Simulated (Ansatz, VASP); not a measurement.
**Two plane-wave programs on BP**

```
CELL_PARAMETERS angstrom
0.00000 2.17824 2.26900
2.17824 0.00000 2.26900
2.17824 2.17824 0.00000
ATOMIC_POSITIONS crystal
B 0.00000 0.00000 0.00000
P 0.75000 0.75000 0.75000
```

Change from the starting cell: strain -0.040 along x and y, +0.000 along z, atoms carried along.

Alike in both runs: task single point; functional r2SCAN; k mesh 10 × 10 × 10; occupations gaussian, width 0.05 eV; no spin polarisation.

|  | VASP | Ansatz |
| --- | --- | --- |
| version | VASP 6.6.1 | Ansatz 0.2.0 |
| potentials or method | VASP PAW PBE potentials, release 64 (B, P), cutoff 520 eV | scalar-relativistic, plane waves, PAW |
| valence electrons in the cell | 8 | 8 |

|  | VASP | Ansatz | Ansatz less VASP |
| --- | --- | --- | --- |
| gap on the k mesh at the Fermi level (eV) | 1.00 | 0.97 | -0.029 |
| least direct gap on the mesh (eV) | 3.55 | 3.51 | -0.040 |
| pressure (GPa) | 15.2 | 15.9 | +0.61 |
| traceless stress, the component that is largest in VASP (GPa) | -8.90 | -8.86 | +0.042 |

VASP's potentials were made for PBE, not for r2SCAN.
